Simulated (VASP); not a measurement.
# Ti in VASP: further runs, part 2 of 2

VASP 6.6.1.

## Step 4: Single point, PBEsol (engineering shear strain xy +0.0000, normal strain along z +0.1000)

Contents of INCAR:

```
SYSTEM = Ti
PREC = Accurate
ENCUT = 520
EDIFF = 1E-6
ISMEAR = 0
SIGMA = 0.15
LREAL = .FALSE.
LASPH = .TRUE.
NELM = 60
ALGO = Fast
ISIF = 2
LWAVE = .FALSE.
LCHARG = .FALSE.
GGA = PS
NBANDS = 12
```

Contents of KPOINTS:

```
regular mesh
0
G
  20 20 20
  0 0 0
```

Contents of POSCAR:

```
Ti
1.0
   -1.6049504194      1.6049504194      1.7654454613
    1.6049504194     -1.6049504194      1.7654454613
    1.6049504194      1.6049504194     -1.7654454613
Ti
1
Direct
    0.0000000000      0.0000000000      0.0000000000
```

Potentials or basis: VASP PAW PBE potentials, release 64 (Ti_sv).

The run is started by

```console
$ cat potpaw_PBE.64/Ti_sv/POTCAR > POTCAR
$ mpirun -np 1 vasp_std > vasp.out
```

OUTCAR:

```text
SYSTEM = Ti
   PREC = Accurate
   ENCUT = 520
   EDIFF = 1E-6
   ISMEAR = 0
   LREAL = .FALSE.
   LASPH = .TRUE.
   NELM = 60
   ISIF = 2
   GGA = PS

 ion  position               nearest neighbor table
   1  0.000  0.000  0.000-

  LATTYP: Found a body centered tetragonal cell.
 ALAT       =     3.2099008388
 C/A-ratio  =     1.1000000000

  Lattice vectors:

 A1 = (  -1.6049504194,   1.6049504194,   1.7654454613)
 A2 = (   1.6049504194,  -1.6049504194,   1.7654454613)
 A3 = (   1.6049504194,   1.6049504194,  -1.7654454613)

Analysis of symmetry for initial positions (statically):
=====================================================================
 Subroutine PRICEL returns:
 Original cell was already a primitive cell.

 Routine SETGRP: Setting up the symmetry group for a
 body centered tetragonal supercell.

 Subroutine GETGRP returns: Found 16 space group operations
 (whereof 16 operations were pure point group operations)
 out of a pool of 16 trial point group operations.

The static configuration has the point symmetry D_4h.

Analysis of symmetry for dynamics (positions and initial velocities):
=====================================================================
 Subroutine PRICEL returns:
 Original cell was already a primitive cell.

 Routine SETGRP: Setting up the symmetry group for a
 body centered tetragonal supercell.

 Subroutine GETGRP returns: Found 16 space group operations
 (whereof 16 operations were pure point group operations)
 out of a pool of 16 trial point group operations.

The dynamic configuration has the point symmetry D_4h.

 Subroutine INISYM returns: Found 16 space group operations
 (whereof 16 operations are pure point group operations),
 and found     1 'primitive' translations

----------------------------------------------------------------------------------------

                                     Primitive cell

  volume of cell :      18.1902

  direct lattice vectors                    reciprocal lattice vectors
    -1.604950419  1.604950419  1.765445461     0.000000000  0.311536104  0.283214640
     1.604950419 -1.604950419  1.765445461     0.311536104  0.000000000  0.283214640
     1.604950419  1.604950419 -1.765445461     0.311536104  0.311536104  0.000000000

  length of vectors
     2.875505064  2.875505064  2.875505064     0.421028830  0.421028830  0.440578583

  position of ions in fractional coordinates (direct lattice)
     0.000000000  0.000000000  0.000000000

  ion indices of the primitive-cell ions
   primitive index   ion index
                 1           1

----------------------------------------------------------------------------------------

 KPOINTS: regular mesh

Automatic generation of k-mesh.
 Grid dimensions read from file:
 generate k-points for:   20   20   20

 Generating k-lattice:

  Cartesian coordinates                     Fractional coordinates (reciprocal lattice)
     0.000000000  0.015576805  0.014160732     0.050000000  0.000000000 -0.000000000
     0.015576805  0.000000000  0.014160732     0.000000000  0.050000000 -0.000000000
     0.015576805  0.015576805  0.000000000     0.000000000  0.000000000  0.050000000

  Length of vectors
     0.021051442  0.021051442  0.022028929

  Shift w.r.t. Gamma in fractional coordinates (k-lattice)
     0.000000000  0.000000000  0.000000000

 Subroutine IBZKPT returns following result:
 ===========================================

 Found    641 irreducible k-points:

 Following reciprocal coordinates:
            Coordinates               Weight
  0.000000  0.000000  0.000000      1.000000
  0.050000  0.000000  0.000000      8.000000
  0.100000 -0.000000  0.000000      8.000000
  0.150000  0.000000  0.000000      8.000000
  0.200000 -0.000000  0.000000      8.000000
  0.250000  0.000000  0.000000      8.000000
[... 16 lines left out ...]
 -0.400000  0.050000 -0.000000     16.000000
 -0.350000  0.050000  0.000000     16.000000
 [... further k-points ...]
   k-points           NKPTS =    641   k-points in BZ     NKDIM =    641   number of bands    NBANDS=     12
   number of dos      NEDOS =    301   number of ions     NIONS =      1
   total plane-waves  NPLWV =  13824
   dimension x,y,z NGX =    24 NGY =   24 NGZ =   24
   dimension x,y,z NGXF=    48 NGYF=   48 NGZF=   48
   ions per type =               1
   NGX,Y,Z   is equivalent  to a cutoff of  13.88, 13.88, 13.88 a.u.
   NGXF,Y,Z  is equivalent  to a cutoff of  27.75, 27.75, 27.75 a.u.
 SYSTEM =  Ti
   PREC   = accura    normal or accurate (medium, high low for compatibility)
   ISTART =      0    job   : 0-new  1-cont  2-samecut
   ICHARG =      2    charge: 1-file 2-atom 10-const
   ISPIN  =      1    spin polarized calculation?
   LNONCOLLINEAR =      F non collinear calculations
   LSORBIT =      F    spin-orbit coupling
   LASPH  =      T    aspherical Exc in radial PAW
   ENCUT  =  520.0 eV  38.22 Ry    6.18 a.u.   5.35  5.35  5.35*2*pi/ulx,y,z
   NELM   =     60;   NELMIN=  2; NELMDL= -5     # of ELM steps
   EDIFF  = 0.1E-05   stopping-criterion for ELM
   LREAL  =      F    real-space projection
   EDIFFG = 0.1E-04   stopping-criterion for IOM
   NSW    =      0    number of steps for IOM
   IBRION =     -1    ionic relax: 0-MD 1-quasi-New 2-CG
   NFREE  =      0    steps in history (QN), initial steepest desc. (CG)
   ISIF   =      2    stress and relaxation
   ISYM   =      2    0-nonsym 1-usesym 2-fastsym
   POTIM  = 0.5000    time-step for ionic-motion
   TEBEG  =    0.0;   TEEND  =   0.0 temperature during run
   PSTRESS=    0.0 pullay stress
   NELECT =      12.0000    total number of electrons
   NUPDOWN=      -1.0000    fix difference up-down
   EMIN   =  10.00;   EMAX   =-10.00  energy-range for DOS
   EFERMI =   0.00;   METHOD = LEGACY
   ISMEAR =     0;   SIGMA  =   0.15  broadening in eV -4-tet -1-fermi 0-gaus
   EFERMI_NEDOS =   21; number of points for ismear=-14 and -15
   IALGO  =     68    algorithm
   IMIX   =      4    mixing-type and parameters
     AMIX     =   0.40;   BMIX     =  1.00
     AMIX_MAG =   1.60;   BMIX_MAG =  1.00
  volume/ion in A,a.u.               =      18.19       122.75
  Fermi-wavevector in a.u.,A,eV,Ry     =   1.425135  2.693115 27.633573  2.031010
  Thomas-Fermi vector in A             =   2.545552
   LORBIT       =      0    0 simple, 1 ext, 2 COOP (PROOUT), +10 PAW based schemes
   GGA     = PS    functional components
   LHFCALC =     F    Hartree Fock is set to
   AEXX    =    0.0000 exact exchange contribution
   IVDW    =     0    specifies the selected vdW correction
   LEPSILON=     F    determine dielectric tensor
   LRPA    =     F    only Hartree local field effects (RPA)
 non-spin polarized calculation
 RMM-DIIS sequential band-by-band and
 Gauss-broadening in eV      SIGMA  =   0.15
  energy-cutoff  :      520.00
  volume of cell :       18.19
 maximum number of plane-waves:       503
 NGX is ok and might be reduce to    24
   NGX = 11   NGY = 11   NGZ = 11

 number of electron      12.0000000 magnetization

 Free energy of the ion-electron system (eV)
  ---------------------------------------------------
  ext. energy  EPLUGINS =         0.00000000
  ---------------------------------------------------
  free energy    TOTEN  =        -8.20391172 eV

  energy without entropy =       -8.17509252  energy(sigma->0) =       -8.18950212

 E-fermi :   7.5130     XC(G=0): -11.4143

 val. band max:        7.5129946481   @ k =  -0.1000   0.5000   0.0500
 cond. band min:       7.5142108966   @ k =  -0.3000  -0.4500   0.1000
 fundamental gap:      0.0012162485
 Fermi energy:         7.5130003185

 k-point     1 :       0.0000    0.0000    0.0000
  band No.  band energies     occupation
      1     -48.9180      2.00000
      2     -24.9210      2.00000
      3     -24.9210      2.00000
      4     -24.9124      2.00000
      5       1.6386      2.00000
      6       8.2690      0.00000
      7       8.2690      0.00000
      8       8.8537      0.00000
      9       9.6912      0.00000
     10      10.3602      0.00000
     11      23.6421      0.00000
     12      25.1464      0.00000
[... 331 lines left out ...]
 k-point    24 :      -0.3500    0.0500    0.0000
  band No.  band energies     occupation
      1     -48.8378      2.00000
      2     -25.3532      2.00000
      3     -25.0439      2.00000
      4     -24.9248      2.00000
      5       4.3707      2.00000
      6       7.6474      0.20518
      7       7.6772      0.12163
      8       9.5893      0.00000
      9      10.3754      0.00000
     10      10.5378      0.00000
     11      18.3483      0.00000
     12      22.0210      0.00000

 [... further k-points ...]

------------------------ aborting loop because EDIFF is reached ----------------------------------------

  FORCE on cell =-STRESS in cart. coord.  units (eV):
  Direction    XX          YY          ZZ          XY          YZ          ZX
  --------------------------------------------------------------------------------------
  -------------------------------------------------------------------------------------
  Total       -1.1085898     -1.1085898     -0.8745248      0.0000000     -0.0000000      0.0000000
  in kB      -97.6436295    -97.6436295    -77.0273851      0.0000000     -0.0000000      0.0000000
  external PRESSURE =     -90.7715480 kB  Pullay stress =       0.0000000 kB

 VOLUME and BASIS-vectors are now :
 -----------------------------------------------------------------------------
  energy-cutoff  :      520.00
  volume of cell :       18.19
      direct lattice vectors                 reciprocal lattice vectors
    -1.604950419  1.604950419  1.765445461     0.000000000  0.311536104  0.283214640
     1.604950419 -1.604950419  1.765445461     0.311536104  0.000000000  0.283214640
     1.604950419  1.604950419 -1.765445461     0.311536104  0.311536104  0.000000000

 POSITION                                       TOTAL-FORCE (eV/Angst)
 -----------------------------------------------------------------------------------
      0.00000      0.00000      0.00000        -0.000000      0.000000     -0.000000
 -----------------------------------------------------------------------------------
    total drift:                                0.000000      0.000000      0.000000

  FREE ENERGIE OF THE ION-ELECTRON SYSTEM (eV)
  ---------------------------------------------------
  free  energy   TOTEN  =        -8.2039117243 eV

  energy  without entropy=       -8.1750925200  energy(sigma->0) =       -8.18950212
```

stdout:

```text
POSCAR found type information on POSCAR Ti
 POSCAR found :  1 types and       1 ions
 scaLAPACK will be used
 -----------------------------------------------------------------------------
|                                                                             |
|                                                                             |
|     You enforced a specific xc type in the INCAR file but a different       |
[... 18 lines left out ...]
WARNING in EDDRMM: call to ZHEGV failed, returncode =   6  3     10
WARNING in EDDRMM: call to ZHEGV failed, returncode =   6  3     10
WARNING in EDDRMM: call to ZHEGV failed, returncode =   6  3      8
WARNING in EDDRMM: call to ZHEGV failed, returncode =   6  3      8
WARNING in EDDRMM: call to ZHEGV failed, returncode =   8  4      7
WARNING in EDDRMM: call to ZHEGV failed, returncode =   6  3      5
WARNING in EDDRMM: call to ZHEGV failed, returncode =   8  4     12
```

Run time: 2.4 min. Hardware: 1 thread of AMD EPYC 9R45 (Zen 5), shared host; peak memory 0.22 GiB.

What came out:

- Free energy: -8.2039 eV
- Pressure: -9.1 GPa
- Band gap on the k mesh: zero (band 6 reaches 8.45 eV, above the bottom of band 7 at 6.97 eV)

Stress tensor (GPa, compression positive):
```
-9.76  0.00  0.00
 0.00 -9.76  0.00
 0.00  0.00 -7.70
```

Caveat: the cell differs from its parent crystal (engineering shear strain xy +0.0000, normal strain along z +0.1000); the PAW data sets were made with another functional, which shifts forces and pressure a little.

## Step 5: Single point, PBEsol (engineering shear strain xy +0.0000, normal strain along z +0.1500)

Contents of INCAR:

```
PREC = Accurate ; ENCUT = 520
EDIFF = 1E-6 ; ISMEAR = 0
SIGMA = 0.15 ; LREAL = False
LASPH = True ; NELM = 100
ALGO = Fast ; ISIF = 2
LWAVE = False ; LCHARG = False
GGA = PS ; NBANDS = 12
```

Contents of KPOINTS:

```
regular mesh
0
Gamma
  20 20 20
```

Contents of POSCAR:

```
Ti
1.0
   -1.6049504194      1.6049504194      1.8456929823
    1.6049504194     -1.6049504194      1.8456929823
    1.6049504194      1.6049504194     -1.8456929823
Ti
1
Direct
    0.0000000000      0.0000000000      0.0000000000
```

The run is started by

```console
$ cat potpaw_PBE.64/Ti_sv/POTCAR > POTCAR
$ mpirun -np 1 vasp_std > vasp.out
```

Run time: 2.6 min. Hardware: 1 thread of AMD EPYC 9R45 (Zen 5), shared host; peak memory 0.22 GiB.

It converged, with:

```yaml
Free_energy: -8.1579 eV
Pressure: -12.2 GPa
Band_gap_on_the_k_mesh: zero (band 6 reaches 8.01 eV, above the bottom of band 7 at 6.59 eV)
```

Stress tensor (GPa, compression positive):
```
-13.22   0.00   0.00
  0.00 -13.22   0.00
  0.00   0.00 -10.29
```

Levels at points of the mesh, in eV from the Fermi level:
```tsv
k point	band 3	band 4	band 5	band 6	band 7	band 8	band 9	band 10
(0.00, 0.00, 0.00)	-32.60	-32.59	-5.79	0.67	0.67	1.44	1.85	2.71
(0.50, 0.00, 0.00)	-32.73	-32.60	-2.31	0.03	0.65	1.74	2.88	3.62
(0.50, 0.50, 0.00)	-32.78	-32.65	-2.27	-0.99	1.48	2.95	3.00	3.79
(0.50, 0.50, 0.50)	-32.89	-32.89	-2.03	-1.69	3.31	3.51	3.51	5.29
```

Caveat: the cell differs from its parent crystal (engineering shear strain xy +0.0000, normal strain along z +0.1500); the PAW data sets were made with another functional, which shifts forces and pressure a little.

## Step 6: Overview

```csv
cell,gap on the mesh (eV),pressure (GPa)
"a = 2.894, b = 2.894, c = 2.761 Å, angles 110.8, 110.8, 108.8°, 1 atom",none,-5.2
"a = 2.761, b = 2.761, c = 2.621 Å, angles 106.8, 106.8, 116.9°, 1 atom",none,14.0
"a = 2.876 Å, angles 112.1, 112.1, 104.2°, 1 atom",none,-9.1
"a = 2.925 Å, angles 113.5, 113.5, 101.8°, 1 atom",none,-12.2
```

Alike in all rows: task single point; level PBEsol; potentials or basis VASP PAW PBE potentials, release 64 (Ti_sv); no spin polarisation; k mesh 20 × 20 × 20; cutoff (eV) 520; smearing gaussian 0.15 eV.

Caveats: the PAW data sets were made with another functional, which shifts forces and pressure a little.

Absolute energies hang on the potentials; compare differences alone.
